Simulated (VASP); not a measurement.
**W: relaxation of cell and atoms with LDA**

The system is W.

```
CELL_PARAMETERS angstrom
-1.56897 1.56897 1.56897
1.56897 -1.56897 1.56897
1.56897 1.56897 -1.56897
ATOMIC_POSITIONS crystal
W 0.00000 0.00000 0.00000
```

- Program: VASP 6.6.1
- Task: relaxation of cell and atoms
- Functional: LDA
- Potentials or basis: VASP PAW LDA potentials, release 64 (W_sv)
- Cutoff: 600 eV
- k mesh: 16 × 16 × 16
- Occupations: gaussian, width 0.1 eV
- Spin: no spin polarisation
- Dipole correction: no
- Further INCAR settings: ALGO = Normal; EDIFF = 1e-07; IBRION = 2; EDIFFG = -0.002; NSW = 100; ISIF = 3

- Relaxed volume: 15.49 Å³/atom
- Relaxed cell: a = 2.720 Å, b = 2.720 Å, c = 2.720 Å, α = 109.47°, β = 109.47°, γ = 109.47°
- Space group after relaxing (to 0.05 Å): Im-3m (No. 229)
- Energy gained by relaxing: 0.1 meV/atom
- Ionic steps: 3
- Pressure after relaxing: 0.0 GPa
- Band gap on the k mesh: zero (band 7 reaches 16.97 eV, above the bottom of band 8 at 10.36 eV)

Step by step:
```tsv
step	energy change (eV)	largest force (eV/Å)	pressure (GPa)	volume (Å³)
1	0.0000	0.0000	0.96	15.45
2	0.0017	0.0000	-3.48	15.66
3	-0.0001	0.0000	-0.01	15.49
```

Final structure:
```
W
1.0
    -1.57044    1.57044    1.57044
     1.57044   -1.57044    1.57044
     1.57044    1.57044   -1.57044
W
1
Direct
  0.00000 0.00000 0.00000
```

Levels at points of the mesh, in eV from the Fermi level:
```tsv
k point	band 5	band 6	band 7	band 8	band 9	band 10
(0.00, 0.00, 0.00)	-9.70	-1.33	-1.33	-1.33	2.21	2.21
(0.50, 0.00, 0.00)	-6.44	-3.73	0.89	2.13	3.12	6.31
(0.50, 0.50, 0.50)	-6.07	-6.07	5.28	5.28	5.28	8.51
```

Run time: 19 s on 1 thread of Intel(R) Xeon(R) 6975P-C (Granite Rapids), on a shared host, peak memory 0.15 GiB.

Caveat: spin-orbit coupling is left out, which moves the levels of the heavy elements.
